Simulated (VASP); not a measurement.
# Rb (I4/mmm) in VASP: relaxation of cell and atoms with PBEsol

Aim: the relaxation of cell and atoms of Rb with PBEsol.

Everything below comes from runs of VASP 6.6.1. Logs are shortened: lines on timing, memory, paths and dates and some standing lists are left out, and cuts for length are marked.

### Step 1. The cell of the first run

The structure is tetragonal, space group I4/mmm (No. 139). Conventional cell: a = 3.507 Å, b = 3.507 Å, c = 3.241 Å, α = 90.00°, β = 90.00°, γ = 90.00°. Within 3.9 Å of Rb (site symmetry 4/mmm) lie 14 Rb at 2.96 to 3.51 Å.

### Step 2. Relaxation of cell and atoms, PBEsol, target pressure 60 GPa, at which the enthalpy is minimised

Contents of INCAR:

```
PREC = Accurate
ENCUT = 600
EDIFF = 1E-6
ISMEAR = 0
SIGMA = 0.1
LREAL = F
LASPH = T
NELM = 80
ALGO = Fast
ISIF = 3
LWAVE = F
LCHARG = F
GGA = PS
IBRION = 2
NSW = 70
EDIFFG = -0.008
PSTRESS = 600.0
```

Contents of KPOINTS:

```
Automatic mesh
0
Gamma
  18 18 18
```

Contents of POSCAR:

```
Rb
1.0
   -1.7532740219      1.7532740219      1.6207443488
    1.7532740219     -1.7532740219      1.6207443488
    1.7532740219      1.7532740219     -1.6207443488
Rb
1
Direct
    0.0000000000      0.0000000000      0.0000000000
```

Potentials or basis: VASP PAW PBE potentials, release 64 (Rb_sv).

The run is started by

```
> cat potpaw_PBE.64/Rb_sv/POTCAR > POTCAR
> mpirun -np 1 vasp_std > vasp.out
```

OUTCAR:

```text
PREC = Accurate
   ENCUT = 600
   EDIFF = 1E-6
   ISMEAR = 0
   LREAL = F
   LASPH = T
   NELM = 80
   ISIF = 3
   GGA = PS
   IBRION = 2
   NSW = 70
   EDIFFG = -0.008
   PSTRESS = 600.0

 ion  position               nearest neighbor table
   1  0.000  0.000  0.000-

  LATTYP: Found a body centered tetragonal cell.
 ALAT       =     3.5065480438
 C/A-ratio  =     0.9244101769

  Lattice vectors:

 A1 = (  -1.7532740219,   1.7532740219,   1.6207443488)
 A2 = (   1.7532740219,  -1.7532740219,   1.6207443488)
 A3 = (   1.7532740219,   1.7532740219,  -1.6207443488)

Analysis of symmetry for initial positions (statically):
=====================================================================
 Subroutine PRICEL returns:
 Original cell was already a primitive cell.

 Routine SETGRP: Setting up the symmetry group for a
 body centered tetragonal supercell.

 Subroutine GETGRP returns: Found 16 space group operations
 (whereof 16 operations were pure point group operations)
 out of a pool of 16 trial point group operations.

The static configuration has the point symmetry D_4h.

Analysis of symmetry for dynamics (positions and initial velocities):
=====================================================================
 Subroutine PRICEL returns:
 Original cell was already a primitive cell.

 Routine SETGRP: Setting up the symmetry group for a
 body centered tetragonal supercell.

 Subroutine GETGRP returns: Found 16 space group operations
 (whereof 16 operations were pure point group operations)
 out of a pool of 16 trial point group operations.

The dynamic configuration has the point symmetry D_4h.

 Subroutine INISYM returns: Found 16 space group operations
 (whereof 16 operations are pure point group operations),
 and found     1 'primitive' translations

----------------------------------------------------------------------------------------

                                     Primitive cell

  volume of cell :      19.9285

  direct lattice vectors                    reciprocal lattice vectors
    -1.753274022  1.753274022  1.620744349     0.000000000  0.285180750  0.308500227
     1.753274022 -1.753274022  1.620744349     0.285180750  0.000000000  0.308500227
     1.753274022  1.753274022 -1.620744349     0.285180750  0.285180750  0.000000000

  length of vectors
     2.962220761  2.962220761  2.962220761     0.420119567  0.420119567  0.403306484

  position of ions in fractional coordinates (direct lattice)
     0.000000000  0.000000000  0.000000000

  ion indices of the primitive-cell ions
   primitive index   ion index
                 1           1

----------------------------------------------------------------------------------------

 KPOINTS: Automatic mesh

Automatic generation of k-mesh.
 Grid dimensions read from file:
 generate k-points for:   18   18   18

 Generating k-lattice:

  Cartesian coordinates                     Fractional coordinates (reciprocal lattice)
     0.000000000  0.015843375  0.017138902     0.055555556  0.000000000 -0.000000000
     0.015843375  0.000000000  0.017138902     0.000000000  0.055555556 -0.000000000
     0.015843375  0.015843375  0.000000000     0.000000000  0.000000000  0.055555556

  Length of vectors
     0.023339976  0.023339976  0.022405916

  Shift w.r.t. Gamma in fractional coordinates (k-lattice)
     0.000000000  0.000000000  0.000000000

 Subroutine IBZKPT returns following result:
 ===========================================

 Found    480 irreducible k-points:

 Following reciprocal coordinates:
            Coordinates               Weight
  0.000000  0.000000  0.000000      1.000000
  0.055556  0.000000 -0.000000      8.000000
  0.111111  0.000000 -0.000000      8.000000
  0.166667  0.000000 -0.000000      8.000000
  0.222222  0.000000 -0.000000      8.000000
  0.277778 -0.000000  0.000000      8.000000
[... 16 lines left out ...]
 -0.277778  0.055556  0.000000     16.000000
 -0.222222  0.055556  0.000000     16.000000
 [... further k-points ...]
   k-points           NKPTS =    480   k-points in BZ     NKDIM =    480   number of bands    NBANDS=      8
   number of dos      NEDOS =    301   number of ions     NIONS =      1
   total plane-waves  NPLWV =  13824
   dimension x,y,z NGX =    24 NGY =   24 NGZ =   24
   dimension x,y,z NGXF=    48 NGYF=   48 NGZF=   48
   ions per type =               1
   NGX,Y,Z   is equivalent  to a cutoff of  13.47, 13.47, 13.47 a.u.
   NGXF,Y,Z  is equivalent  to a cutoff of  26.94, 26.94, 26.94 a.u.
 SYSTEM =  unknown system
   PREC   = accura    normal or accurate (medium, high low for compatibility)
   ISTART =      0    job   : 0-new  1-cont  2-samecut
   ICHARG =      2    charge: 1-file 2-atom 10-const
   ISPIN  =      1    spin polarized calculation?
   LNONCOLLINEAR =      F non collinear calculations
   LSORBIT =      F    spin-orbit coupling
   LASPH  =      T    aspherical Exc in radial PAW
   ENCUT  =  600.0 eV  44.10 Ry    6.64 a.u.   5.92  5.92  5.92*2*pi/ulx,y,z
   NELM   =     80;   NELMIN=  2; NELMDL= -5     # of ELM steps
   EDIFF  = 0.1E-05   stopping-criterion for ELM
   LREAL  =      F    real-space projection
   EDIFFG = -.8E-02   stopping-criterion for IOM
   NSW    =     70    number of steps for IOM
   IBRION =      2    ionic relax: 0-MD 1-quasi-New 2-CG
   NFREE  =      1    steps in history (QN), initial steepest desc. (CG)
   ISIF   =      3    stress and relaxation
   ISYM   =      2    0-nonsym 1-usesym 2-fastsym
   POTIM  = 0.5000    time-step for ionic-motion
   TEBEG  =    0.0;   TEEND  =   0.0 temperature during run
   PSTRESS=  600.0 pullay stress
   NELECT =       9.0000    total number of electrons
   NUPDOWN=      -1.0000    fix difference up-down
   EMIN   =  10.00;   EMAX   =-10.00  energy-range for DOS
   EFERMI =   0.00;   METHOD = LEGACY
   ISMEAR =     0;   SIGMA  =   0.10  broadening in eV -4-tet -1-fermi 0-gaus
   EFERMI_NEDOS =   21; number of points for ismear=-14 and -15
   IALGO  =     68    algorithm
   IMIX   =      4    mixing-type and parameters
     AMIX     =   0.40;   BMIX     =  1.00
     AMIX_MAG =   1.60;   BMIX_MAG =  1.00
  volume/ion in A,a.u.               =      19.93       134.48
  Fermi-wavevector in a.u.,A,eV,Ry     =   1.256023  2.373540 21.464470  1.577594
  Thomas-Fermi vector in A             =   2.389751
   LORBIT       =      0    0 simple, 1 ext, 2 COOP (PROOUT), +10 PAW based schemes
   GGA     = PS    functional components
   LHFCALC =     F    Hartree Fock is set to
   AEXX    =    0.0000 exact exchange contribution
   IVDW    =     0    specifies the selected vdW correction
   LEPSILON=     F    determine dielectric tensor
   LRPA    =     F    only Hartree local field effects (RPA)
 conjugate gradient relaxation of ions
 non-spin polarized calculation
 RMM-DIIS sequential band-by-band and
 Gauss-broadening in eV      SIGMA  =   0.10
  energy-cutoff  :      600.00
  volume of cell :       19.93
 maximum number of plane-waves:       681
   NGX = 11   NGY = 11   NGZ = 11

--------------------------------------- Ionic step        1  -------------------------------------------

 number of electron       9.0000000 magnetization

 Free energy of the ion-electron system (eV)
  ---------------------------------------------------
  ext. energy  EPLUGINS =         0.00000000
  ---------------------------------------------------
  free energy    TOTEN  =         1.89710540 eV

  energy without entropy =        1.90229910  energy(sigma->0) =        1.89970225

------------------------ aborting loop because EDIFF is reached ----------------------------------------

  FORCE on cell =-STRESS in cart. coord.  units (eV):
  Direction    XX          YY          ZZ          XY          YZ          ZX
  --------------------------------------------------------------------------------------
  -------------------------------------------------------------------------------------
  Total        4.5587584      4.5587584      4.5662147      0.0000000      0.0000000      0.0000000
  in kB      366.5076626    366.5076626    367.1071158      0.0000000      0.0000000      0.0000000
  external PRESSURE =    -233.2925197 kB  Pullay stress =     600.0000000 kB
[... 22 lines left out ...]
  enthalpy is  TOTEN    =         9.3601282448 eV   P V=        7.4630228478

--------------------------------------- Ionic step        2  -------------------------------------------

 number of electron       9.0000000 magnetization

 E-fermi :  10.9543     XC(G=0): -13.4889

 val. band max:       10.9485824339   @ k =  -0.2778  -0.2778   0.0556
 cond. band min:      10.9667040216   @ k =  -0.0556   0.4444   0.0556
 fundamental gap:      0.0181215876
 Fermi energy:        10.9543351801

 k-point     1 :       0.0000    0.0000    0.0000
  band No.  band energies     occupation
      1     -23.6736      2.00000
      2       1.0551      2.00000
      3       1.0551      2.00000
      4       1.3265      2.00000
      5      14.5460      0.00000
      6      14.7108      0.00000
      7      16.7461      0.00000
      8      16.7461      0.00000
[... 243 lines left out ...]
 k-point    24 :      -0.2222    0.0556    0.0000
  band No.  band energies     occupation
      1     -22.6351      2.00000
      2      -2.9149      2.00000
      3      -0.4749      2.00000
      4       0.6793      2.00000
      5      13.3408      0.00000
      6      13.5112      0.00000
      7      18.9534      0.00000
      8      18.9958      0.00000

 [... further k-points ...]

------------------------ aborting loop because EDIFF is reached ----------------------------------------

  FORCE on cell =-STRESS in cart. coord.  units (eV):
  Direction    XX          YY          ZZ          XY          YZ          ZX
  --------------------------------------------------------------------------------------
  -------------------------------------------------------------------------------------
  Total       13.6214901     13.6214901     13.2009412      0.0000000      0.0000000      0.0000000
  in kB     1721.6699284   1721.6699284   1668.5152153      0.0000000      0.0000000      0.0000000
  external PRESSURE =    1103.9516907 kB  Pullay stress =     600.0000000 kB
[... 53 lines left out ...]
  FREE ENERGIE OF THE ION-ELECTRON SYSTEM (eV)
  ---------------------------------------------------
  free  energy   TOTEN  =         2.6569317048 eV

  energy  without entropy=        2.6613298316  energy(sigma->0) =        2.65913077

  enthalpy is  TOTEN    =         9.1021377364 eV   P V=        6.4452060316

[... ionic steps 4 to 12 ...]

--------------------------------------- Ionic step       13  -------------------------------------------

 number of electron       9.0000000 magnetization

------------------------ aborting loop because EDIFF is reached ----------------------------------------

  FORCE on cell =-STRESS in cart. coord.  units (eV):
  Direction    XX          YY          ZZ          XY          YZ          ZX
  --------------------------------------------------------------------------------------
  -------------------------------------------------------------------------------------
  Total        6.3183484      6.3183484      6.3239383      0.0000000     -0.0000000      0.0000000
  in kB      598.0834420    598.0834420    598.6125709      0.0000000     -0.0000000      0.0000000
  external PRESSURE =      -1.7401817 kB  Pullay stress =     600.0000000 kB
[... 59 lines left out ...]
  enthalpy is  TOTEN    =         9.0984020737 eV   P V=        6.3133562370

--------------------------------------- Ionic step       15  -------------------------------------------

 number of electron       9.0000000 magnetization

 Free energy of the ion-electron system (eV)
  ---------------------------------------------------
  ext. energy  EPLUGINS =         0.00000000
  ---------------------------------------------------
  free energy    TOTEN  =         2.76541088 eV

  energy without entropy =        2.76900225  energy(sigma->0) =        2.76720656

 E-fermi :   8.4545     XC(G=0): -11.9402

 val. band max:        8.4448719434   @ k =  -0.3333   0.2778   0.0000
 cond. band min:       8.4694810052   @ k =  -0.3333   0.5000   0.1667
 fundamental gap:      0.0246090617
 Fermi energy:         8.4545339175

 k-point     1 :       0.0000    0.0000    0.0000
  band No.  band energies     occupation
      1     -23.7222      2.00000
      2      -2.9914      2.00000
      3      -2.9914      2.00000
      4      -2.9079      2.00000
      5       8.1247      2.00000
      6      12.2672      0.00000
      7      13.3996      0.00000
      8      13.3996      0.00000
[... 243 lines left out ...]
 k-point    24 :      -0.2222    0.0556    0.0000
  band No.  band energies     occupation
      1     -23.1095      2.00000
      2      -5.6486      2.00000
      3      -3.8155      2.00000
      4      -3.1803      2.00000
      5       9.5584      0.00000
      6      11.0328      0.00000
      7      12.5673      0.00000
      8      15.3389      0.00000

 [... further k-points ...]

------------------------ aborting loop because EDIFF is reached ----------------------------------------

  FORCE on cell =-STRESS in cart. coord.  units (eV):
  Direction    XX          YY          ZZ          XY          YZ          ZX
  --------------------------------------------------------------------------------------
  -------------------------------------------------------------------------------------
  Total        6.3346534      6.3346534      6.3384464      0.0000000      0.0000000      0.0000000
  in kB      600.1676324    600.1676324    600.5269919      0.0000000      0.0000000      0.0000000
  external PRESSURE =       0.2874189 kB  Pullay stress =     600.0000000 kB
[... 16 lines left out ...]
  FREE ENERGIE OF THE ION-ELECTRON SYSTEM (eV)
  ---------------------------------------------------
  free  energy   TOTEN  =         2.7654108803 eV

  energy  without entropy=        2.7690022495  energy(sigma->0) =        2.76720656

  enthalpy is  TOTEN    =         9.0982949427 eV   P V=        6.3328840625

 reached required accuracy - stopping structural energy minimisation
```

It took 3.9 min on 1 thread of Intel Xeon 6975P-C (Granite Rapids), shared host; peak memory 0.25 GiB.

What came out:

* Free energy: 2.7654 eV
* Relaxed volume: 16.91 Å³/atom
* Relaxed cell: a = 2.803 Å, b = 2.803 Å, c = 2.803 Å, α = 107.97°, β = 107.97°, γ = 112.52°
* Space group after relaxing (to 0.1 Å): I4/mmm (No. 139)
* Energy change on relaxing (the run minimises the enthalpy): +868.3 meV/atom
* Ionic steps: 15
* Pressure after relaxing: 60.0 GPa
* Band gap on the k mesh: zero (an odd number of electrons rules out a gap without spin polarisation)

The path:
```csv
step,energy change (eV),largest force (eV/Å),pressure (GPa),volume (Å³)
1,0.0000,0.0000,36.67,19.93
2,3.6095,0.0000,170.40,12.68
3,0.7598,0.0000,56.40,17.21
4,0.8359,0.0000,59.16,17.00
5,0.8589,0.0000,59.76,16.94
6,0.8802,0.0000,60.51,16.88
7,0.8371,0.0000,58.68,17.00
8,0.8617,0.0000,59.95,16.93
9,0.8617,0.0000,59.85,16.93
10,0.8617,0.0000,59.84,16.93
11,0.8620,0.0000,59.83,16.93
12,0.8641,0.0000,59.85,16.92
13,0.8626,0.0000,59.83,16.93
14,0.8879,0.0000,60.65,16.86
15,0.8683,0.0000,60.03,16.91
```

Final structure:
```
Rb
1.0
    -1.64793    1.64793    1.55676
     1.64793   -1.64793    1.55676
     1.64793    1.64793   -1.55676
Rb
1
Direct
  0.00000 0.00000 0.00000
```

Caveat: the cell is relaxed towards a set pressure, so the run minimises the enthalpy, not the energy; the volume moved by over 15 % at a fixed basis, so the end points are rough; the PAW data sets were made with another functional, which shifts forces and pressure a little.

The gap in the log of VASP goes by the Fermi energy; the results here count the filled bands.